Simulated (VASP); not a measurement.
# In3As in VASP: a series of runs

The runs below take In3As through single point, relaxation of cell and atoms, with PBE.

All numbers are computed with VASP 6.6.1; they aren't measurements. Logs are shortened: lines on timing, memory, paths and dates and some standing lists are left out, and cuts for length are marked.

## Step 1: The cell of the first run

The structure is tetragonal, space group P4/mmm (No. 123). The conventional cell has a = 3.056 Å, b = 3.056 Å, c = 11.226 Å, α = 90.00°, β = 90.00°, γ = 90.00°. Within 3.8 Å of In (site symmetry 4mm) lie 1 As at 2.86 Å and 8 In at 3.06 to 3.50 Å. In (site symmetry 4/mmm) has 12 In at 3.06 to 3.50 Å within 4.0 Å. As (site symmetry 4/mmm) has 2 In at 2.86 Å and 4 As at 3.06 Å within 3.8 Å.

## Step 2: Single point, PBE

Input file INCAR:

```
PREC = Accurate
ENCUT = 520
EDIFF = 1E-6
ISMEAR = 0
SIGMA = 0.1
LREAL = False
LASPH = True
NELM = 100
ALGO = Normal
ISIF = 2
LWAVE = False
LCHARG = False
GGA = PE
NBANDS = 30
```

Input file KPOINTS:

```
Automatic mesh
0
Gamma
  16 16 4
```

Input file POSCAR:

```
In3As
1.0
    3.0559661909      0.0000000000      0.0000000000
    0.0000000000      3.0559661909      0.0000000000
    0.0000000000      0.0000000000     11.2258288088
In As
3 1
Direct
    0.5000000000      0.5000000000      0.2456490849
    0.5000000000      0.5000000000      0.7543509151
    0.0000000000      0.0000000000      0.0000000000
    0.5000000000      0.5000000000      0.5000000000
```

Potentials or basis: VASP PAW PBE potentials, release 64 (In_d, As).

Run with:

```
cat potpaw_PBE.64/In_d/POTCAR potpaw_PBE.64/As/POTCAR > POTCAR
mpirun -np 1 vasp_std > vasp.out
```

OUTCAR:

```text
PREC = Accurate
   ENCUT = 520
   EDIFF = 1E-6
   ISMEAR = 0
   LREAL = False
   LASPH = True
   NELM = 100
   ISIF = 2
   GGA = PE

 ion  position               nearest neighbor table
   1  0.500  0.500  0.246-   4 2.86   3 3.50   3 3.50   3 3.50   3 3.50
   2  0.500  0.500  0.754-   4 2.86   3 3.50   3 3.50   3 3.50   3 3.50
   3  0.000  0.000  0.000-   1 3.50   2 3.50   1 3.50   2 3.50   1 3.50   2 3.50   1 3.50   2 3.50

   4  0.500  0.500  0.500-   1 2.86   2 2.86

  LATTYP: Found a simple tetragonal cell.
 ALAT       =     3.0559661909
 C/A-ratio  =     3.6734139410

  Lattice vectors:

 A1 = (   3.0559661909,   0.0000000000,   0.0000000000)
 A2 = (   0.0000000000,   3.0559661909,   0.0000000000)
 A3 = (   0.0000000000,   0.0000000000,  11.2258288088)

Analysis of symmetry for initial positions (statically):
=====================================================================
 Subroutine PRICEL returns:
 Original cell was already a primitive cell.

 Routine SETGRP: Setting up the symmetry group for a
 simple tetragonal supercell.

 Subroutine GETGRP returns: Found 16 space group operations
 (whereof 16 operations were pure point group operations)
 out of a pool of 16 trial point group operations.

The static configuration has the point symmetry D_4h.

Analysis of symmetry for dynamics (positions and initial velocities):
=====================================================================
 Subroutine PRICEL returns:
 Original cell was already a primitive cell.

 Routine SETGRP: Setting up the symmetry group for a
 simple tetragonal supercell.

 Subroutine GETGRP returns: Found 16 space group operations
 (whereof 16 operations were pure point group operations)
 out of a pool of 16 trial point group operations.

The dynamic configuration has the point symmetry D_4h.

 Subroutine INISYM returns: Found 16 space group operations
 (whereof 16 operations are pure point group operations),
 and found     1 'primitive' translations

----------------------------------------------------------------------------------------

                                     Primitive cell

  volume of cell :     104.8372

  direct lattice vectors                    reciprocal lattice vectors
     3.055966191  0.000000000  0.000000000     0.327228751  0.000000000  0.000000000
     0.000000000  3.055966191  0.000000000     0.000000000  0.327228751  0.000000000
     0.000000000  0.000000000 11.225828809     0.000000000  0.000000000  0.089080282

  length of vectors
[... 81 lines left out ...]
   LNONCOLLINEAR =      F non collinear calculations
   LSORBIT =      F    spin-orbit coupling
   LASPH  =      T    aspherical Exc in radial PAW
   ENCUT  =  520.0 eV  38.22 Ry    6.18 a.u.   5.68  5.68 20.87*2*pi/ulx,y,z
   NELM   =    100;   NELMIN=  2; NELMDL= -5     # of ELM steps
   EDIFF  = 0.1E-05   stopping-criterion for ELM
   LREAL  =      F    real-space projection
   EDIFFG = 0.1E-04   stopping-criterion for IOM
   NSW    =      0    number of steps for IOM
   IBRION =     -1    ionic relax: 0-MD 1-quasi-New 2-CG
   NFREE  =      0    steps in history (QN), initial steepest desc. (CG)
   ISIF   =      2    stress and relaxation
   ISYM   =      2    0-nonsym 1-usesym 2-fastsym
   POTIM  = 0.5000    time-step for ionic-motion
   TEBEG  =    0.0;   TEEND  =   0.0 temperature during run
   PSTRESS=    0.0 pullay stress
   NELECT =      44.0000    total number of electrons
   NUPDOWN=      -1.0000    fix difference up-down
   EMIN   =  10.00;   EMAX   =-10.00  energy-range for DOS
   EFERMI =   0.00;   METHOD = LEGACY
   ISMEAR =     0;   SIGMA  =   0.10  broadening in eV -4-tet -1-fermi 0-gaus
   EFERMI_NEDOS =   21; number of points for ismear=-14 and -15
   IALGO  =     38    algorithm
   IMIX   =      4    mixing-type and parameters
     AMIX     =   0.40;   BMIX     =  1.00
     AMIX_MAG =   1.60;   BMIX_MAG =  1.00
  volume/ion in A,a.u.               =      26.21       176.87
  Fermi-wavevector in a.u.,A,eV,Ry     =   1.225709  2.316253 20.440869  1.502361
  Thomas-Fermi vector in A             =   2.360736
   LORBIT       =      0    0 simple, 1 ext, 2 COOP (PROOUT), +10 PAW based schemes
   GGA     = PE    functional components
   LHFCALC =     F    Hartree Fock is set to
   AEXX    =    0.0000 exact exchange contribution
   IVDW    =     0    specifies the selected vdW correction
   LEPSILON=     F    determine dielectric tensor
   LRPA    =     F    only Hartree local field effects (RPA)
 non-spin polarized calculation
 Gauss-broadening in eV      SIGMA  =   0.10
  energy-cutoff  :      520.00
  volume of cell :      104.84
 maximum number of plane-waves:      2849
 NGX is ok and might be reduce to    24
   NGX = 11   NGY = 11   NGZ = 41

 number of electron      43.9999992 magnetization

 Free energy of the ion-electron system (eV)
  ---------------------------------------------------
  ext. energy  EPLUGINS =         0.00000000
  ---------------------------------------------------
  free energy    TOTEN  =       -11.86531315 eV

  energy without entropy =      -11.85170698  energy(sigma->0) =      -11.85851007

 E-fermi :   6.3520     XC(G=0):  -9.9567

 val. band max:        6.3465381418   @ k =   0.5000   0.4375   0.0000
 cond. band min:       6.3546085358   @ k =   0.5000   0.3125   0.0000
 fundamental gap:      0.0080703940
 Fermi energy:         6.3519569585

 k-point     1 :       0.0000    0.0000    0.0000
  band No.  band energies     occupation
      1      -8.6509      2.00000
      2      -8.6186      2.00000
      3      -8.5829      2.00000
      4      -8.4286      2.00000
      5      -8.3664      2.00000
      6      -8.3463      2.00000
[... 781 lines left out ...]
     29      13.2001      0.00000
     30      14.7964      0.00000

 [... further k-points ...]
[... 5 lines left out ...]
  --------------------------------------------------------------------------------------
  -------------------------------------------------------------------------------------
  Total       -0.0170871     -0.0170871     -0.0236310      0.0000000      0.0000000      0.0000000
  in kB       -0.2611348     -0.2611348     -0.3611410      0.0000000      0.0000000      0.0000000
  external PRESSURE =      -0.2944702 kB  Pullay stress =       0.0000000 kB

 VOLUME and BASIS-vectors are now :
 -----------------------------------------------------------------------------
  energy-cutoff  :      520.00
  volume of cell :      104.84
      direct lattice vectors                 reciprocal lattice vectors
     3.055966191  0.000000000  0.000000000     0.327228751  0.000000000  0.000000000
     0.000000000  3.055966191  0.000000000     0.000000000  0.327228751  0.000000000
     0.000000000  0.000000000 11.225828809     0.000000000  0.000000000  0.089080282

 POSITION                                       TOTAL-FORCE (eV/Angst)
 -----------------------------------------------------------------------------------
      1.52798      1.52798      2.75761        -0.000000      0.000000      0.001125
      1.52798      1.52798      8.46821         0.000000      0.000000     -0.001125
      0.00000      0.00000      0.00000        -0.000000     -0.000000      0.000000
      1.52798      1.52798      5.61291        -0.000000     -0.000000      0.000000
 -----------------------------------------------------------------------------------
    total drift:                                0.000000     -0.000000      0.000000

  FREE ENERGIE OF THE ION-ELECTRON SYSTEM (eV)
  ---------------------------------------------------
  free  energy   TOTEN  =       -11.8653131524 eV

  energy  without entropy=      -11.8517069841  energy(sigma->0) =      -11.85851007
```

OSZICAR:

```text
N       E                     dE             d eps       ncg     rms          rms(c)
DAV:   1     0.402609520778E+03    0.40261E+03   -0.20689E+04  8108   0.186E+03
DAV:   2     0.280016075742E+02   -0.37461E+03   -0.36639E+03  8112   0.444E+02
DAV:   3    -0.102929573178E+02   -0.38295E+02   -0.37566E+02 10048   0.160E+02
DAV:   4    -0.118824116608E+02   -0.15895E+01   -0.15849E+01  9502   0.342E+01
DAV:   5    -0.119686228074E+02   -0.86211E-01   -0.86201E-01 12758   0.662E+00    0.467E+00
DAV:   6    -0.118825032039E+02    0.86120E-01   -0.21448E-01 10840   0.624E+00    0.246E+00
DAV:   7    -0.118723898357E+02    0.10113E-01   -0.98870E-02  9850   0.277E+00    0.680E-01
DAV:   8    -0.118652173975E+02    0.71724E-02   -0.25850E-02 11498   0.207E+00    0.303E-01
DAV:   9    -0.118651497788E+02    0.67619E-04   -0.46259E-03 10250   0.876E-01    0.170E-01
DAV:  10    -0.118653150319E+02   -0.16525E-03   -0.75237E-04 10226   0.294E-01    0.669E-02
DAV:  11    -0.118653127361E+02    0.22957E-05   -0.19986E-04 10696   0.166E-01    0.146E-02
DAV:  12    -0.118653132041E+02   -0.46799E-06   -0.15740E-05 11818   0.406E-02    0.844E-03
DAV:  13    -0.118653131524E+02    0.51680E-07   -0.12948E-06  6624   0.120E-02
   1 F= -.11865313E+02 E0= -.11858510E+02  d E =-.136062E-01
```

Wall time 2.8 min (1 thread of AMD EPYC 9R45 (Zen 5), shared host); peak memory 0.43 GiB.

What came out:

| Item | Value |
| --- | --- |
| Free energy | -11.8653 eV |
| Pressure | 0.0 GPa |
| Band gap on the k mesh | zero (band 22 reaches 9.43 eV, above the bottom of band 23 at 5.01 eV) |

Levels at points of the mesh, in eV from the Fermi level:
```tsv
k point	band 19	band 20	band 21	band 22	band 23	band 24	band 25	band 26
(0.00, 0.00, 0.00)	-5.56	-4.03	1.17	1.83	3.08	3.08	7.15	7.15
(0.50, 0.00, 0.00)	-4.60	-4.07	-2.91	-1.45	-1.10	-0.74	2.36	4.34
(0.50, 0.50, 0.00)	-1.68	-0.66	-0.66	-0.29	0.06	0.26	0.26	1.61
(0.00, 0.00, 0.50)	-6.67	-2.07	-1.65	3.08	3.08	4.75	5.93	7.02
(0.50, 0.00, 0.50)	-4.41	-3.67	-3.00	-2.36	-1.35	0.73	2.41	3.16
(0.50, 0.50, 0.50)	-1.70	-0.86	-0.86	-0.29	0.26	0.73	0.73	1.16
```

Caveat: spin-orbit coupling is left out, which moves the levels of the heavy elements.

## Step 3: Relaxation of cell and atoms, PBE

Input file INCAR:

```
ALGO     = Normal         # electronic algorithm
EDIFF    = 1E-6           # SCF threshold, eV
EDIFFG   = -0.01          # ionic threshold
ENCUT    = 600            # plane-wave cutoff, eV
GGA      = PE             # functional
IBRION   = 2              # ionic algorithm
ISIF     = 3              # what is computed and relaxed
ISMEAR   = 0              # smearing method
LASPH    = True           # aspherical terms in the spheres
LCHARG   = False          # write CHGCAR
LREAL    = False          # projectors in reciprocal space
LWAVE    = False          # write WAVECAR
NELM     = 100            # most SCF steps
NSW      = 100            # ionic steps
PREC     = Accurate       # precision mode
SIGMA    = 0.1            # smearing width, eV
```

Input file KPOINTS:

```
k-points
0
Gamma
  16 16 4
```

Input file POSCAR:

```
In3As
1.0
    3.0328628164      0.0000000000      0.0000000000
    0.0000000000      3.0328628164      0.0000000000
    0.0000000000      0.0000000000     11.3762352469
In As
3 1
Direct
    0.5000000000      0.5000000000      0.2424015163
    0.5000000000      0.5000000000      0.7575984837
    0.0000000000      0.0000000000      0.0000000000
    0.5000000000      0.5000000000      0.5000000000
```

Potentials or basis: VASP PAW PBE potentials, release 64 (In_d, As).

Run with:

```
cat potpaw_PBE.64/In_d/POTCAR potpaw_PBE.64/As/POTCAR > POTCAR
mpirun -np 1 vasp_std > vasp.out
```

OUTCAR:

```text
EDIFF = 1E-6
   EDIFFG = -0.01
   ENCUT = 600
   GGA = PE
   IBRION = 2
   ISIF = 3
   ISMEAR = 0
   LASPH = True
   LREAL = False
   NELM = 100
   NSW = 100
   PREC = Accurate

 ion  position               nearest neighbor table
   1  0.500  0.500  0.242-   4 2.93   3 3.49   3 3.49   3 3.49   3 3.49
   2  0.500  0.500  0.758-   4 2.93   3 3.49   3 3.49   3 3.49   3 3.49
   3  0.000  0.000  0.000-   1 3.49   2 3.49   1 3.49   2 3.49   1 3.49   2 3.49   1 3.49   2 3.49

   4  0.500  0.500  0.500-   1 2.93   2 2.93

  LATTYP: Found a simple tetragonal cell.
 ALAT       =     3.0328628164
 C/A-ratio  =     3.7509890607

  Lattice vectors:

 A1 = (   3.0328628164,   0.0000000000,   0.0000000000)
 A2 = (   0.0000000000,   3.0328628164,   0.0000000000)
 A3 = (   0.0000000000,   0.0000000000,  11.3762352469)

Analysis of symmetry for initial positions (statically):
=====================================================================
 Subroutine PRICEL returns:
 Original cell was already a primitive cell.

 Routine SETGRP: Setting up the symmetry group for a
 simple tetragonal supercell.

 Subroutine GETGRP returns: Found 16 space group operations
[... 172 lines left out ...]
------------------------ aborting loop because EDIFF is reached ----------------------------------------

  FORCE on cell =-STRESS in cart. coord.  units (eV):
  Direction    XX          YY          ZZ          XY          YZ          ZX
  --------------------------------------------------------------------------------------
  -------------------------------------------------------------------------------------
  Total        0.3056432      0.3056432     -0.6180740      0.0000000     -0.0000000      0.0000000
  in kB        4.6797343      4.6797343     -9.4633943      0.0000000     -0.0000000      0.0000000
  external PRESSURE =      -0.0346419 kB  Pullay stress =       0.0000000 kB
[... 291 lines left out ...]
--------------------------------------- Ionic step        9  -------------------------------------------

 number of electron      43.9999990 magnetization

 Free energy of the ion-electron system (eV)
  ---------------------------------------------------
  ext. energy  EPLUGINS =         0.00000000
  ---------------------------------------------------
  free energy    TOTEN  =       -11.86528595 eV

  energy without entropy =      -11.85160629  energy(sigma->0) =      -11.85844612

 E-fermi :   6.3488     XC(G=0):  -9.9552

 val. band max:        6.3425399536   @ k =   0.5000   0.4375   0.0000
 cond. band min:       6.3492564748   @ k =   0.1875   0.0000   0.5000
 fundamental gap:      0.0067165213
 Fermi energy:         6.3488309943

 k-point     1 :       0.0000    0.0000    0.0000
  band No.  band energies     occupation
      1      -8.6522      2.00000
      2      -8.6201      2.00000
      3      -8.5844      2.00000
      4      -8.4311      2.00000
      5      -8.3690      2.00000
      6      -8.3489      2.00000
[... 685 lines left out ...]
     25       8.9504      0.00000
     26       9.1755      0.00000

 [... further k-points ...]
[... 5 lines left out ...]
  --------------------------------------------------------------------------------------
  -------------------------------------------------------------------------------------
  Total       -0.0213549     -0.0213549      0.0050005      0.0000000      0.0000000      0.0000000
  in kB       -0.3262505     -0.3262505      0.0763956      0.0000000      0.0000000      0.0000000
  external PRESSURE =      -0.1920351 kB  Pullay stress =       0.0000000 kB
[... 19 lines left out ...]
  FREE ENERGIE OF THE ION-ELECTRON SYSTEM (eV)
  ---------------------------------------------------
  free  energy   TOTEN  =       -11.8652859489 eV

  energy  without entropy=      -11.8516062874  energy(sigma->0) =      -11.85844612

 reached required accuracy - stopping structural energy minimisation
```

OSZICAR:

```text
N       E                     dE             d eps       ncg     rms          rms(c)
DAV:   1     0.400204217150E+03    0.40020E+03   -0.23094E+04  7020   0.236E+03
DAV:   2     0.253255984490E+02   -0.37488E+03   -0.37115E+03  7026   0.493E+02
DAV:   3    -0.104656918145E+02   -0.35791E+02   -0.35125E+02  8672   0.177E+02
DAV:   4    -0.118922654639E+02   -0.14266E+01   -0.14161E+01  8372   0.361E+01
[... 75 lines left out ...]
DAV:   3    -0.118657981864E+02    0.10886E-02   -0.23709E-03  9740   0.570E-01    0.154E-01
DAV:   4    -0.118653803819E+02    0.41780E-03   -0.81875E-04  9626   0.414E-01    0.760E-02
DAV:   5    -0.118652818092E+02    0.98573E-04   -0.35390E-04  9796   0.236E-01    0.376E-02
DAV:   6    -0.118652852720E+02   -0.34628E-05   -0.63989E-05  8294   0.767E-02    0.162E-02
DAV:   7    -0.118652859489E+02   -0.67696E-06   -0.56040E-06  7860   0.243E-02
   9 F= -.11865286E+02 E0= -.11858446E+02  d E =-.570617E-03
```

It took 26 min on 1 thread of AMD EPYC 7R43 (Zen 3), shared host; peak memory 0.48 GiB.

Results:

```yaml
Free_energy: -11.8653 eV
Relaxed_volume: 26.22 Å³/atom
Relaxed_cell: a = 3.057 Å, b = 3.057 Å, c = 11.222 Å, α = 90.00°, β = 90.00°, γ = 90.00°
Space_group_after_relaxing_to_0.05_Å: P4/mmm (No. 123)
Energy_gained_by_relaxing: 3.0 meV/atom
Ionic_steps: 9
Pressure_after_relaxing: 0.0 GPa
Largest_force_after_relaxing: 0.007 eV/Å
Band_gap_on_the_k_mesh: zero (band 22 reaches 9.42 eV, above the bottom of band 23 at 5.00 eV)
```

Forces in eV/Å, atoms in the order of the input:
```
In   0.000  0.000 -0.007
In   0.000  0.000  0.007
In   0.000  0.000  0.000
As   0.000  0.000  0.000
```

The path:
```tsv
step	energy change (eV)	largest force (eV/Å)	pressure (GPa)	volume (Å³)
1	0.0000	0.1700	0.00	104.64
2	-0.0073	0.1178	0.02	104.63
3	-0.0108	0.0617	0.05	104.60
4	-0.0111	0.0424	0.09	104.59
5	-0.0111	0.0396	0.11	104.59
6	-0.0114	0.0326	-0.02	104.94
7	-0.0114	0.0281	-0.11	105.15
8	-0.0118	0.0176	-0.09	105.06
9	-0.0120	0.0067	-0.02	104.87
```

Final structure:
```
CELL_PARAMETERS angstrom
3.05705 0.00000 0.00000
0.00000 3.05705 0.00000
0.00000 0.00000 11.22151
ATOMIC_POSITIONS crystal
In 0.50000 0.50000 0.24582
In 0.50000 0.50000 0.75418
In 0.00000 0.00000 0.00000
As 0.50000 0.50000 0.50000
```

Caveat: spin-orbit coupling is left out, which moves the levels of the heavy elements.

(Part 1 of 2 ends here.)
